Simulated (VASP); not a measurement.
# CdTe (I-4m2) in VASP: single point with HSE06

Aim: the single point of CdTe with HSE06.

Program: VASP 6.6.1. These are calculated values, not measurements. Logs are shortened: lines on timing, memory, paths and dates and some standing lists are left out, and cuts for length are marked.

**1. The cell of the first run**

Symmetry: I-4m2, No. 119, tetragonal system. Conventional cell: a = 4.546 Å, b = 4.546 Å, c = 6.728 Å, α = 90.00°, β = 90.00°, γ = 90.00°. Within 3.7 Å of Cd (site symmetry -4m2) lie 4 Te at 2.83 Å. Within 3.7 Å of Te (site symmetry -4m2) lie 4 Cd at 2.83 Å.

**2. Single point, HSE06 (epitaxial xy strain -2.0%)**

File POSCAR:

```
CdTe
1.0
    0.0000000000      3.2143560138      3.3640644590
    3.2143560138      0.0000000000      3.3640644590
    3.2143560138      3.2143560138      0.0000000000
Cd Te
1 1
Direct
    0.0000000000      0.0000000000      0.0000000000
    0.2500000000      0.2500000000      0.2500000000
```

File INCAR.step1:

```
SYSTEM = CdTe
PREC = Accurate
ENCUT = 520
EDIFF = 1E-5
ISMEAR = 0
SIGMA = 0.01
LREAL = .FALSE.
LASPH = .TRUE.
NELM = 100
ALGO = Normal
ISIF = 2
LWAVE = .TRUE.
LCHARG = .FALSE.
NBANDS = 16
GGA = PE
```

File INCAR.step2:

```
SYSTEM = CdTe
PREC = Accurate
ENCUT = 520
EDIFF = 1E-6
ISMEAR = 0
SIGMA = 0.01
LREAL = .FALSE.
LASPH = .TRUE.
NELM = 100
ALGO = Normal
ISIF = 2
LWAVE = .FALSE.
LCHARG = .FALSE.
GGA = PE
LHFCALC = .TRUE.
HFSCREEN = 0.2079
PRECFOCK = Normal
NBANDS = 16
ISTART = 1
```

File KPOINTS:

```
Automatic mesh
0
G
  4 4 4
  0 0 0
```

Potentials or basis: VASP PAW PBE potentials, release 64 (Cd, Te).

The run is started by

```bash
cat potpaw_PBE.64/Cd/POTCAR potpaw_PBE.64/Te/POTCAR > POTCAR
cp INCAR.step1 INCAR
mpirun -np 1 vasp_std > vasp.out
cp INCAR.step2 INCAR
mpirun -np 1 vasp_std > vasp.out
```

OUTCAR:

```text
SYSTEM = CdTe
   PREC = Accurate
   ENCUT = 520
   EDIFF = 1E-6
   ISMEAR = 0
   LREAL = .FALSE.
   LASPH = .TRUE.
   NELM = 100
   ISIF = 2
   GGA = PE
   LHFCALC = .TRUE.
   HFSCREEN = 0.2079
   PRECFOCK = Normal
   ISTART = 1

 ion  position               nearest neighbor table
   1  0.000  0.000  0.000-   2 2.83   2 2.83   2 2.83   2 2.83
   2  0.250  0.250  0.250-   1 2.83   1 2.83   1 2.83   1 2.83

  LATTYP: Found a body centered tetragonal cell.
 ALAT       =     4.5457858690
 C/A-ratio  =     1.4800804771

  Lattice vectors:

 A1 = (  -3.2143560138,   0.0000000000,   3.3640644590)
 A2 = (   3.2143560138,   0.0000000000,   3.3640644590)
 A3 = (   0.0000000000,   3.2143560138,  -3.3640644590)

Analysis of symmetry for initial positions (statically):
=====================================================================
 Subroutine PRICEL returns:
 Original cell was already a primitive cell.

 Routine SETGRP: Setting up the symmetry group for a
 body centered tetragonal supercell.

 Subroutine GETGRP returns: Found  8 space group operations
 (whereof  8 operations were pure point group operations)
 out of a pool of 16 trial point group operations.

The static configuration has the point symmetry D_2d.

Analysis of symmetry for dynamics (positions and initial velocities):
=====================================================================
 Subroutine PRICEL returns:
 Original cell was already a primitive cell.

 Routine SETGRP: Setting up the symmetry group for a
 body centered tetragonal supercell.

 Subroutine GETGRP returns: Found  8 space group operations
 (whereof  8 operations were pure point group operations)
 out of a pool of 16 trial point group operations.

The dynamic configuration has the point symmetry D_2d.

 Subroutine INISYM returns: Found  8 space group operations
 (whereof  8 operations are pure point group operations),
 and found     1 'primitive' translations

----------------------------------------------------------------------------------------

                                     Primitive cell

  volume of cell :      69.5156

  direct lattice vectors                    reciprocal lattice vectors
     0.000000000  3.214356014  3.364064459    -0.155552153  0.155552153  0.148629732
     3.214356014  0.000000000  3.364064459     0.155552153 -0.155552153  0.148629732
     3.214356014  3.214356014  0.000000000     0.155552153  0.155552153 -0.148629732

  length of vectors
     4.652850123  4.652850123  4.545785869     0.265487744  0.265487744  0.265487744

  position of ions in fractional coordinates (direct lattice)
     0.000000000  0.000000000  0.000000000
     0.250000000  0.250000000  0.250000000

  ion indices of the primitive-cell ions
   primitive index   ion index
                 1           1
                 2           2

----------------------------------------------------------------------------------------

 KPOINTS: Automatic mesh

Automatic generation of k-mesh.
 Grid dimensions read from file:
 generate k-points for:    4    4    4

 Generating k-lattice:

  Cartesian coordinates                     Fractional coordinates (reciprocal lattice)
    -0.038888038  0.038888038  0.037157433     0.250000000  0.000000000  0.000000000
     0.038888038 -0.038888038  0.037157433     0.000000000  0.250000000  0.000000000
     0.038888038  0.038888038 -0.037157433     0.000000000  0.000000000  0.250000000

  Length of vectors
     0.066371936  0.066371936  0.066371936

  Shift w.r.t. Gamma in fractional coordinates (k-lattice)
     0.000000000  0.000000000  0.000000000

 Subroutine IBZKPT returns following result:
 ===========================================

 Found     13 irreducible k-points:

 Following reciprocal coordinates:
            Coordinates               Weight
  0.000000  0.000000  0.000000      1.000000
  0.250000  0.000000  0.000000      8.000000
  0.500000  0.000000  0.000000      4.000000
  0.250000  0.250000  0.000000      2.000000
  0.500000  0.250000  0.000000      8.000000
 -0.250000  0.250000  0.000000      4.000000
  0.500000  0.500000  0.000000      1.000000
  0.250000  0.000000  0.250000      4.000000
  0.500000  0.000000  0.250000     16.000000
 -0.250000  0.000000  0.250000      8.000000
 -0.250000  0.500000  0.250000      4.000000
  0.500000  0.000000  0.500000      2.000000
 -0.250000  0.250000  0.500000      2.000000
   k-points           NKPTS =     13   k-points in BZ     NKDIM =     64   number of bands    NBANDS=     16
   number of dos      NEDOS =    301   number of ions     NIONS =      2
   total plane-waves  NPLWV =  46656
   dimension x,y,z NGX =    36 NGY =   36 NGZ =   36
   dimension x,y,z NGXF=    72 NGYF=   72 NGZF=   72
   ions per type =               1   1
   NGX,Y,Z   is equivalent  to a cutoff of  12.86, 12.86, 13.17 a.u.
   NGXF,Y,Z  is equivalent  to a cutoff of  25.73, 25.73, 26.33 a.u.
 SYSTEM =  CdTe
   PREC   = accura    normal or accurate (medium, high low for compatibility)
   ISTART =      1    job   : 0-new  1-cont  2-samecut
   ICHARG =      0    charge: 1-file 2-atom 10-const
   ISPIN  =      1    spin polarized calculation?
   LNONCOLLINEAR =      F non collinear calculations
   LSORBIT =      F    spin-orbit coupling
   LASPH  =      T    aspherical Exc in radial PAW
   ENCUT  =  520.0 eV  38.22 Ry    6.18 a.u.   8.65  8.65  8.45*2*pi/ulx,y,z
   NELM   =    100;   NELMIN=  2; NELMDL=  0     # of ELM steps
   EDIFF  = 0.1E-05   stopping-criterion for ELM
   LREAL  =      F    real-space projection
   EDIFFG = 0.1E-04   stopping-criterion for IOM
   NSW    =      0    number of steps for IOM
   IBRION =     -1    ionic relax: 0-MD 1-quasi-New 2-CG
   NFREE  =      0    steps in history (QN), initial steepest desc. (CG)
   ISIF   =      2    stress and relaxation
   ISYM   =      3    0-nonsym 1-usesym 2-fastsym
   POTIM  = 0.5000    time-step for ionic-motion
   TEBEG  =    0.0;   TEEND  =   0.0 temperature during run
   PSTRESS=    0.0 pullay stress
   NELECT =      18.0000    total number of electrons
   NUPDOWN=      -1.0000    fix difference up-down
   EMIN   =  10.00;   EMAX   =-10.00  energy-range for DOS
   EFERMI =   0.00;   METHOD = LEGACY
   ISMEAR =     0;   SIGMA  =   0.01  broadening in eV -4-tet -1-fermi 0-gaus
   EFERMI_NEDOS =   21; number of points for ismear=-14 and -15
   IALGO  =     38    algorithm
   IMIX   =      1    mixing-type and parameters
     AMIX     =   0.40;   BMIX     =  1.00
     AMIX_MAG =   1.60;   BMIX_MAG =  1.00
  volume/ion in A,a.u.               =      34.76       234.56
  Fermi-wavevector in a.u.,A,eV,Ry     =   1.043450  1.971834 14.813854  1.088788
  Thomas-Fermi vector in A             =   2.178160
   LORBIT       =      0    0 simple, 1 ext, 2 COOP (PROOUT), +10 PAW based schemes
   GGA     = PE    functional components
   LHFCALC =     T    Hartree Fock is set to
   PRECFOCK=normal    Normal, Fast or Accurate (Low or Medium for compatibility)
   ENCUT4O =  -1.0   cutoff for four orbital integrals eV
   NKREDX  =     1    reduce k-point grid by
   NKREDY  =     1    reduce k-point grid by
   NKREDZ  =     1    reduce k-point grid by
   AEXX    =    0.2500 exact exchange contribution
   HFSCREEN=    0.2079 screening length (either q_TF or 0.3 A-1)
   HFSCREENC=   0.2079 screening length for correlation (either q_TF or 0.3 A-1)
   ENCUTFOCK=  -1.0 apply spherical cutoff to Coloumb kernel
   IVDW    =     0    specifies the selected vdW correction
   LEPSILON=     F    determine dielectric tensor
   LRPA    =     F    only Hartree local field effects (RPA)
 non-spin polarized calculation
 Gauss-broadening in eV      SIGMA  =   0.01
  energy-cutoff  :      520.00
  volume of cell :       69.52
 maximum number of plane-waves:      1886
 NGX is ok and might be reduce to    36
  NGX = 28; NGY = 28; NGZ = 28

 number of electron      18.0000002 magnetization

 Free energy of the ion-electron system (eV)
  ---------------------------------------------------
  ext. energy  EPLUGINS =         0.00000000
  ---------------------------------------------------
  free energy    TOTEN  =        -5.98478405 eV

  energy without entropy =       -5.98478405  energy(sigma->0) =       -5.98478405

 E-fermi :   1.7611     XC(G=0):  -7.0867

 val. band max:        1.7133375543   @ k =   0.0000   0.0000   0.0000
 cond. band min:       3.1437664321   @ k =   0.0000   0.0000   0.0000
 fundamental gap:      1.4304288778
 Fermi energy:         1.7610985108

 k-point     1 :       0.0000    0.0000    0.0000
  band No.  band energies     occupation
      1     -10.3391      2.00000
      2      -7.8832      2.00000
      3      -7.8717      2.00000
      4      -7.8717      2.00000
      5      -7.6298      2.00000
      6      -7.6280      2.00000
[... 8 lines left out ...]
     15      11.5774      0.00000
     16      12.2680      0.00000

 k-point     2 :       0.2500    0.0000    0.0000
  band No.  band energies     occupation
      1     -10.1472      2.00000
      2      -7.8471      2.00000
      3      -7.8385      2.00000
      4      -7.6528      2.00000
      5      -7.6312      2.00000
      6      -7.6168      2.00000
[... 8 lines left out ...]
     15      11.1080      0.00000
     16      11.1329      0.00000

 k-point     3 :       0.5000    0.0000    0.0000
  band No.  band energies     occupation
      1      -9.9722      2.00000
      2      -7.8221      2.00000
      3      -7.8113      2.00000
      4      -7.6275      2.00000
      5      -7.6176      2.00000
      6      -7.1981      2.00000
[... 8 lines left out ...]
     15      12.8793      0.00000
     16      13.1316      0.00000

 k-point     4 :       0.2500    0.2500    0.0000
  band No.  band energies     occupation
      1     -10.0957      2.00000
      2      -7.8024      2.00000
      3      -7.8024      2.00000
      4      -7.6865      2.00000
      5      -7.6172      2.00000
      6      -7.5924      2.00000
[... 8 lines left out ...]
     15      12.7971      0.00000
     16      13.1734      0.00000

 k-point     5 :       0.5000    0.2500    0.0000
  band No.  band energies     occupation
      1      -9.9263      2.00000
      2      -7.7870      2.00000
      3      -7.7676      2.00000
      4      -7.6559      2.00000
      5      -7.6198      2.00000
      6      -7.1511      2.00000
[... 8 lines left out ...]
     15      13.2162      0.00000
     16      13.5119      0.00000

 k-point     6 :      -0.2500    0.2500    0.0000
  band No.  band energies     occupation
      1      -9.9721      2.00000
      2      -7.8035      2.00000
      3      -7.7996      2.00000
      4      -7.6395      2.00000
      5      -7.6340      2.00000
      6      -7.2590      2.00000
[... 8 lines left out ...]
     15      12.4771      0.00000
     16      13.3928      0.00000

 k-point     7 :       0.5000    0.5000    0.0000
  band No.  band energies     occupation
      1      -9.8786      2.00000
      2      -7.7271      2.00000
      3      -7.7271      2.00000
      4      -7.7045      2.00000
      5      -7.6063      2.00000
      6      -7.0779      2.00000
[... 8 lines left out ...]
     15      13.6432      0.00000
     16      14.3133      0.00000

 k-point     8 :       0.2500    0.0000    0.2500
  band No.  band energies     occupation
      1     -10.0825      2.00000
      2      -7.8147      2.00000
      3      -7.7989      2.00000
      4      -7.7034      2.00000
      5      -7.6176      2.00000
      6      -7.5432      2.00000
[... 8 lines left out ...]
     15      12.2835      0.00000
     16      13.5451      0.00000

 k-point     9 :       0.5000    0.0000    0.2500
  band No.  band energies     occupation
      1      -9.9172      2.00000
      2      -7.7883      2.00000
      3      -7.7673      2.00000
      4      -7.6688      2.00000
      5      -7.6138      2.00000
      6      -7.1111      2.00000
[... 8 lines left out ...]
     15      13.1621      0.00000
     16      13.7873      0.00000

 k-point    10 :      -0.2500    0.0000    0.2500
  band No.  band energies     occupation
      1      -9.9738      2.00000
      2      -7.8087      2.00000
      3      -7.7930      2.00000
      4      -7.6401      2.00000
      5      -7.6307      2.00000
      6      -7.2730      2.00000
[... 8 lines left out ...]
     15      12.1075      0.00000
     16      13.9428      0.00000

 k-point    11 :      -0.2500    0.5000    0.2500
  band No.  band energies     occupation
      1      -9.8740      2.00000
      2      -7.7596      2.00000
      3      -7.7589      2.00000
      4      -7.6569      2.00000
      5      -7.6273      2.00000
      6      -6.9575      2.00000
[... 8 lines left out ...]
     15      13.6047      0.00000
     16      13.8888      0.00000

 k-point    12 :       0.5000    0.0000    0.5000
  band No.  band energies     occupation
      1      -9.8642      2.00000
      2      -7.7412      2.00000
      3      -7.7207      2.00000
      4      -7.7159      2.00000
      5      -7.6008      2.00000
      6      -6.9910      2.00000
[... 8 lines left out ...]
     15      13.2512      0.00000
     16      14.0492      0.00000

 k-point    13 :      -0.2500    0.2500    0.5000
  band No.  band energies     occupation
      1      -9.8656      2.00000
      2      -7.7762      2.00000
      3      -7.7440      2.00000
      4      -7.6606      2.00000
      5      -7.6275      2.00000
      6      -6.9257      2.00000
[... 8 lines left out ...]
     15      14.1745      0.00000
     16      14.2289      0.00000

------------------------ aborting loop because EDIFF is reached ----------------------------------------

  FORCE on cell =-STRESS in cart. coord.  units (eV):
  Direction    XX          YY          ZZ          XY          YZ          ZX
  --------------------------------------------------------------------------------------
  -------------------------------------------------------------------------------------
  Total        0.4810492      0.4810492      0.0925438      0.0000000      0.0000000      0.0000000
  in kB       11.0870970     11.0870970      2.1329261      0.0000000      0.0000000      0.0000000
  external PRESSURE =       8.1023734 kB  Pullay stress =       0.0000000 kB

 VOLUME and BASIS-vectors are now :
 -----------------------------------------------------------------------------
  energy-cutoff  :      520.00
  volume of cell :       69.52
      direct lattice vectors                 reciprocal lattice vectors
     0.000000000  3.214356014  3.364064459    -0.155552153  0.155552153  0.148629732
     3.214356014  0.000000000  3.364064459     0.155552153 -0.155552153  0.148629732
     3.214356014  3.214356014  0.000000000     0.155552153  0.155552153 -0.148629732

 POSITION                                       TOTAL-FORCE (eV/Angst)
 -----------------------------------------------------------------------------------
      0.00000      0.00000      0.00000        -0.000000     -0.000000     -0.000000
      1.60718      1.60718      1.68203         0.000000      0.000000      0.000000
 -----------------------------------------------------------------------------------
    total drift:                               -0.000000     -0.000000      0.000009

  FREE ENERGIE OF THE ION-ELECTRON SYSTEM (eV)
  ---------------------------------------------------
  free  energy   TOTEN  =        -5.9847840515 eV

  energy  without entropy=       -5.9847840515  energy(sigma->0) =       -5.98478405
```

It took 36 min on 1 thread of Intel Xeon 8259CL, shared host; peak memory 0.33 GiB.

Results:

* Free energy: -5.9848 eV
* Pressure: 0.8 GPa
* Band gap on the k mesh: 1.43 eV

Levels at points of the mesh, in eV from the valence-band top:
```csv
k point,band 5,band 6,band 7,band 8,band 9,band 10,band 11,band 12,band 13,band 14
"(0.00, 0.00, 0.00)",-9.34,-9.34,-0.17,0.00,0.00,1.43,5.44,5.44,5.44,8.41
"(0.50, 0.00, 0.00)",-9.33,-8.91,-4.66,-0.97,-0.73,2.52,5.89,6.15,7.92,9.59
"(0.50, 0.50, 0.00)",-9.32,-8.79,-4.69,-1.83,-1.83,3.38,3.66,9.57,10.21,10.21
"(0.50, 0.00, 0.50)",-9.31,-8.70,-4.46,-2.08,-2.00,3.21,3.30,9.89,9.95,10.29
```

Caveat: the cell differs from its parent crystal (epitaxial xy strain -2.0%); the PAW data sets were made with another functional, which shifts forces and pressure a little; spin-orbit coupling is left out, which moves the levels of the heavy elements.
